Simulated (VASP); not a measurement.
# P5C (F-43m) in VASP: single point with PBE

Aim: the single point of P5C with PBE.

Program: VASP 6.6.1. These are calculated values, not measurements. Logs are shortened: lines on timing, memory, paths and dates and some standing lists are left out, and cuts for length are marked.

**1. The cell of the first run**

It takes space group F-43m (No. 216, cubic). Conventional cell: a = 7.742 Å, b = 7.742 Å, c = 7.742 Å, α = 90.00°, β = 90.00°, γ = 90.00°. P (site symmetry 3m) has 9 P at 2.71 to 3.21 Å and 3 C at 3.21 Å within 3.6 Å. Within 4.2 Å of P (site symmetry -43m) lie 12 P at 3.21 Å and 4 C at 3.35 Å. C (site symmetry -43m) has 16 P at 3.21 to 3.35 Å within 4.2 Å.

**2. Single point, PBE**

Contents of INCAR:

```
PREC     = Accurate       # precision mode
ENCUT    = 520            # plane-wave cutoff, eV
EDIFF    = 1E-6           # SCF threshold, eV
ISMEAR   = 0              # smearing method
SIGMA    = 0.1            # smearing width, eV
LREAL    = False          # projectors in reciprocal space
LASPH    = True           # aspherical terms in the spheres
NELM     = 60             # most SCF steps
ALGO     = Normal         # electronic algorithm
ISIF     = 2              # what is computed and relaxed
LWAVE    = False          # write WAVECAR
LCHARG   = True           # write CHGCAR
GGA      = PE             # functional
LELF     = True           # ELF
LVHAR    = True         
NBANDS   = 24             # bands
```

Contents of KPOINTS:

```
Automatic mesh
0
Gamma
  4 4 4
```

Contents of POSCAR:

```
P5C
1.0
    0.0000000000      3.8708090700      3.8708090700
    3.8708090700      0.0000000000      3.8708090700
    3.8708090700      3.8708090700      0.0000000000
P C
5 1
Direct
    0.3719714300      0.8760095200      0.8760095200
    0.8760095200      0.8760095200      0.8760095200
    0.2500000000      0.2500000000      0.2500000000
    0.8760095200      0.8760095200      0.3719714300
    0.8760095200      0.3719714300      0.8760095200
    0.5000000000      0.5000000000      0.5000000000
```

Potentials or basis: VASP PAW PBE potentials, release 64 (P, C).

The run is started by

```console
> cat potpaw_PBE.64/P/POTCAR potpaw_PBE.64/C/POTCAR > POTCAR
> mpirun -np 1 vasp_std > vasp.out
```

OUTCAR:

```text
PREC = Accurate
   ENCUT = 520
   EDIFF = 1E-6
   ISMEAR = 0
   LREAL = False
   LASPH = True
   NELM = 60
   ISIF = 2
   GGA = PE

 ion  position               nearest neighbor table
   1  0.372  0.876  0.876-   2 2.71   4 2.71   5 2.71   2 2.76   4 2.76   5 2.76
   2  0.876  0.876  0.876-   1 2.71   4 2.71   5 2.71   4 2.76   5 2.76   1 2.76
   3  0.250  0.250  0.250-
   4  0.876  0.876  0.372-   1 2.71   2 2.71   5 2.71   2 2.76   5 2.76   1 2.76
   5  0.876  0.372  0.876-   1 2.71   2 2.71   4 2.71   4 2.76   2 2.76   1 2.76
   6  0.500  0.500  0.500-

  LATTYP: Found a face centered cubic cell.
 ALAT       =     7.7416181400

  Lattice vectors:

 A1 = (   0.0000000000,   3.8708090700,   3.8708090700)
 A2 = (   3.8708090700,   0.0000000000,   3.8708090700)
 A3 = (   3.8708090700,   3.8708090700,   0.0000000000)

Analysis of symmetry for initial positions (statically):
=====================================================================
 Subroutine PRICEL returns:
 Original cell was already a primitive cell.

 Routine SETGRP: Setting up the symmetry group for a
 face centered cubic supercell.

 Subroutine GETGRP returns: Found 24 space group operations
 (whereof 24 operations were pure point group operations)
 out of a pool of 48 trial point group operations.

The static configuration has the point symmetry T_d .

Analysis of symmetry for dynamics (positions and initial velocities):
=====================================================================
 Subroutine PRICEL returns:
 Original cell was already a primitive cell.

 Routine SETGRP: Setting up the symmetry group for a
 face centered cubic supercell.

 Subroutine GETGRP returns: Found 24 space group operations
 (whereof 24 operations were pure point group operations)
 out of a pool of 48 trial point group operations.

The dynamic configuration has the point symmetry T_d .

 Subroutine INISYM returns: Found 24 space group operations
 (whereof 24 operations are pure point group operations),
 and found     1 'primitive' translations

----------------------------------------------------------------------------------------

                                     Primitive cell

  volume of cell :     115.9939

  direct lattice vectors                    reciprocal lattice vectors
     0.000000000  3.870809070  3.870809070    -0.129171961  0.129171961  0.129171961
     3.870809070  0.000000000  3.870809070     0.129171961 -0.129171961  0.129171961
     3.870809070  3.870809070  0.000000000     0.129171961  0.129171961 -0.129171961

  length of vectors
     5.474150684  5.474150684  5.474150684     0.223732400  0.223732400  0.223732400

  position of ions in fractional coordinates (direct lattice)
     0.371971430  0.876009520  0.876009520
     0.876009520  0.876009520  0.876009520
     0.250000000  0.250000000  0.250000000
     0.876009520  0.876009520  0.371971430
     0.876009520  0.371971430  0.876009520
     0.500000000  0.500000000  0.500000000

  ion indices of the primitive-cell ions
   primitive index   ion index
                 1           1
                 2           2
                 3           3
                 4           4
                 5           5
                 6           6

----------------------------------------------------------------------------------------

 KPOINTS: Automatic mesh

Automatic generation of k-mesh.
 Grid dimensions read from file:
 generate k-points for:    4    4    4

 Generating k-lattice:

  Cartesian coordinates                     Fractional coordinates (reciprocal lattice)
    -0.032292990  0.032292990  0.032292990     0.250000000  0.000000000  0.000000000
     0.032292990 -0.032292990  0.032292990     0.000000000  0.250000000  0.000000000
     0.032292990  0.032292990 -0.032292990     0.000000000  0.000000000  0.250000000

  Length of vectors
     0.055933100  0.055933100  0.055933100

  Shift w.r.t. Gamma in fractional coordinates (k-lattice)
     0.000000000  0.000000000  0.000000000

 Subroutine IBZKPT returns following result:
 ===========================================

 Found      8 irreducible k-points:

 Following reciprocal coordinates:
            Coordinates               Weight
  0.000000  0.000000  0.000000      1.000000
  0.250000  0.000000  0.000000      8.000000
  0.500000  0.000000  0.000000      4.000000
  0.250000  0.250000  0.000000      6.000000
  0.500000  0.250000  0.000000     24.000000
 -0.250000  0.250000  0.000000     12.000000
  0.500000  0.500000  0.000000      3.000000
 -0.250000  0.500000  0.250000      6.000000
   k-points           NKPTS =      8   k-points in BZ     NKDIM =      8   number of bands    NBANDS=     24
   number of dos      NEDOS =    301   number of ions     NIONS =      6
   total plane-waves  NPLWV =  74088
   dimension x,y,z NGX =    42 NGY =   42 NGZ =   42
   dimension x,y,z NGXF=    84 NGYF=   84 NGZF=   84
   ions per type =               5   1
   NGX,Y,Z   is equivalent  to a cutoff of  12.76, 12.76, 12.76 a.u.
   NGXF,Y,Z  is equivalent  to a cutoff of  25.51, 25.51, 25.51 a.u.
 SYSTEM =  unknown system
   PREC   = accura    normal or accurate (medium, high low for compatibility)
   ISTART =      0    job   : 0-new  1-cont  2-samecut
   ICHARG =      2    charge: 1-file 2-atom 10-const
   ISPIN  =      1    spin polarized calculation?
   LNONCOLLINEAR =      F non collinear calculations
   LSORBIT =      F    spin-orbit coupling
   LASPH  =      T    aspherical Exc in radial PAW
   ENCUT  =  520.0 eV  38.22 Ry    6.18 a.u.  10.18 10.18 10.18*2*pi/ulx,y,z
   NELM   =     60;   NELMIN=  2; NELMDL= -5     # of ELM steps
   EDIFF  = 0.1E-05   stopping-criterion for ELM
   LREAL  =      F    real-space projection
   EDIFFG = 0.1E-04   stopping-criterion for IOM
   NSW    =      0    number of steps for IOM
   IBRION =     -1    ionic relax: 0-MD 1-quasi-New 2-CG
   NFREE  =      0    steps in history (QN), initial steepest desc. (CG)
   ISIF   =      2    stress and relaxation
   ISYM   =      2    0-nonsym 1-usesym 2-fastsym
   POTIM  = 0.5000    time-step for ionic-motion
   TEBEG  =    0.0;   TEEND  =   0.0 temperature during run
   PSTRESS=    0.0 pullay stress
   NELECT =      29.0000    total number of electrons
   NUPDOWN=      -1.0000    fix difference up-down
   EMIN   =  10.00;   EMAX   =-10.00  energy-range for DOS
   EFERMI =   0.00;   METHOD = LEGACY
   ISMEAR =     0;   SIGMA  =   0.10  broadening in eV -4-tet -1-fermi 0-gaus
   EFERMI_NEDOS =   21; number of points for ismear=-14 and -15
   IALGO  =     38    algorithm
   IMIX   =      4    mixing-type and parameters
     AMIX     =   0.40;   BMIX     =  1.00
     AMIX_MAG =   1.60;   BMIX_MAG =  1.00
  volume/ion in A,a.u.               =      19.33       130.46
  Fermi-wavevector in a.u.,A,eV,Ry     =   1.031325  1.948923 14.471595  1.063632
  Thomas-Fermi vector in A             =   2.165468
   LORBIT       =      0    0 simple, 1 ext, 2 COOP (PROOUT), +10 PAW based schemes
   GGA     = PE    functional components
   LHFCALC =     F    Hartree Fock is set to
   AEXX    =    0.0000 exact exchange contribution
   IVDW    =     0    specifies the selected vdW correction
   LEPSILON=     F    determine dielectric tensor
   LRPA    =     F    only Hartree local field effects (RPA)
 non-spin polarized calculation
 Gauss-broadening in eV      SIGMA  =   0.10
  energy-cutoff  :      520.00
  volume of cell :      115.99
 maximum number of plane-waves:      3142
 NGX is ok and might be reduce to    42
   NGX = 21   NGY = 21   NGZ = 21

 number of electron      29.0000001 magnetization

 Free energy of the ion-electron system (eV)
  ---------------------------------------------------
  ext. energy  EPLUGINS =         0.00000000
  ---------------------------------------------------
  free energy    TOTEN  =       -24.49954514 eV

  energy without entropy =      -24.46465718  energy(sigma->0) =      -24.48210116

 E-fermi :   4.9139     XC(G=0):  -9.9169

 val. band max:        4.8617050331   @ k =  -0.2500   0.5000   0.2500
 cond. band min:       4.9334099416   @ k =  -0.2500   0.5000   0.2500
 fundamental gap:      0.0717049085
 Fermi energy:         4.9138645780

 k-point     1 :       0.0000    0.0000    0.0000
  band No.  band energies     occupation
      1      -8.7828      2.00000
      2      -4.1124      2.00000
      3      -3.4702      2.00000
      4      -3.3685      2.00000
      5      -3.3685      2.00000
      6      -3.3685      2.00000
[... 16 lines left out ...]
     23      10.3931      0.00000
     24      10.3966      0.00000

 k-point     2 :       0.2500    0.0000    0.0000
  band No.  band energies     occupation
      1      -8.4272      2.00000
      2      -5.1747      2.00000
      3      -4.1356      2.00000
      4      -3.4999      2.00000
      5      -3.4999      2.00000
      6      -3.4072      2.00000
[... 16 lines left out ...]
     23       9.9870      0.00000
     24       9.9870      0.00000

 k-point     3 :       0.5000    0.0000    0.0000
  band No.  band energies     occupation
      1      -7.7670      2.00000
      2      -6.4748      2.00000
      3      -4.1733      2.00000
      4      -3.6323      2.00000
      5      -3.6128      2.00000
      6      -3.6128      2.00000
[... 16 lines left out ...]
     23       9.6490      0.00000
     24       9.6490      0.00000

 k-point     4 :       0.2500    0.2500    0.0000
  band No.  band energies     occupation
      1      -8.3009      2.00000
      2      -5.0710      2.00000
      3      -4.4620      2.00000
      4      -3.7245      2.00000
      5      -3.7245      2.00000
      6      -3.6556      2.00000
[... 16 lines left out ...]
     23       9.7023      0.00000
     24       9.7023      0.00000

 k-point     5 :       0.5000    0.2500    0.0000
  band No.  band energies     occupation
      1      -7.5868      2.00000
      2      -6.2590      2.00000
      3      -5.0866      2.00000
      4      -4.0446      2.00000
      5      -3.8254      2.00000
      6      -3.0929      2.00000
[... 16 lines left out ...]
     23       8.0862      0.00000
     24       9.4168      0.00000

 k-point     6 :      -0.2500    0.2500    0.0000
  band No.  band energies     occupation
      1      -7.8795      2.00000
      2      -5.8483      2.00000
      3      -5.1688      2.00000
      4      -3.7880      2.00000
      5      -3.6240      2.00000
      6      -3.0370      2.00000
[... 16 lines left out ...]
     23       8.3013      0.00000
     24       9.5113      0.00000

 k-point     7 :       0.5000    0.5000    0.0000
  band No.  band energies     occupation
      1      -7.0481      2.00000
      2      -6.8330      2.00000
      3      -4.7511      2.00000
      4      -4.0770      2.00000
      5      -4.0031      2.00000
      6      -4.0031      2.00000
[... 16 lines left out ...]
     23       9.3848      0.00000
     24       9.3848      0.00000

 k-point     8 :      -0.2500    0.5000    0.2500
  band No.  band energies     occupation
      1      -7.0096      2.00000
      2      -6.7207      2.00000
      3      -5.3732      2.00000
      4      -4.7464      2.00000
      5      -3.1666      2.00000
      6      -3.1537      2.00000
[... 16 lines left out ...]
     23       7.5919      0.00000
     24       7.6764      0.00000

------------------------ aborting loop because EDIFF is reached ----------------------------------------

  FORCE on cell =-STRESS in cart. coord.  units (eV):
  Direction    XX          YY          ZZ          XY          YZ          ZX
  --------------------------------------------------------------------------------------
  -------------------------------------------------------------------------------------
  Total      -11.4633264    -11.4633264    -11.4633264     -0.0000000      0.0000000      0.0000000
  in kB     -158.3383067   -158.3383067   -158.3383067     -0.0000000      0.0000000      0.0000000
  external PRESSURE =    -158.3383067 kB  Pullay stress =       0.0000000 kB

 VOLUME and BASIS-vectors are now :
 -----------------------------------------------------------------------------
  energy-cutoff  :      520.00
  volume of cell :      115.99
      direct lattice vectors                 reciprocal lattice vectors
     0.000000000  3.870809070  3.870809070    -0.129171961  0.129171961  0.129171961
     3.870809070  0.000000000  3.870809070     0.129171961 -0.129171961  0.129171961
     3.870809070  3.870809070  0.000000000     0.129171961  0.129171961 -0.129171961

 POSITION                                       TOTAL-FORCE (eV/Angst)
 -----------------------------------------------------------------------------------
      6.78173      4.83070      4.83070         0.072288     -0.072288     -0.072288
      6.78173      6.78173      6.78173         0.072288      0.072288      0.072288
      1.93540      1.93540      1.93540        -0.000000      0.000000     -0.000000
      4.83070      4.83070      6.78173        -0.072288     -0.072288      0.072288
      4.83070      6.78173      4.83070        -0.072288      0.072288     -0.072288
      3.87081      3.87081      3.87081        -0.000000      0.000000     -0.000000
 -----------------------------------------------------------------------------------
    total drift:                                0.000018      0.000018      0.000019

  FREE ENERGIE OF THE ION-ELECTRON SYSTEM (eV)
  ---------------------------------------------------
  free  energy   TOTEN  =       -24.4995451428 eV

  energy  without entropy=      -24.4646571759  energy(sigma->0) =      -24.48210116
```

It took 49 s on 1 thread of Intel Xeon Platinum 8175M at 2.50GHz (Skylake/Cascade Lake), shared host; peak memory 0.25 GiB.

What came out:

- Free energy: -24.4995 eV
- Pressure: -15.8 GPa
- Largest force: 0.125 eV/Å

Forces on the atoms (eV/Å):
```
P    0.072 -0.072 -0.072
P    0.072  0.072  0.072
P    0.000  0.000  0.000
P   -0.072 -0.072  0.072
P   -0.072  0.072 -0.072
C    0.000  0.000  0.000
```
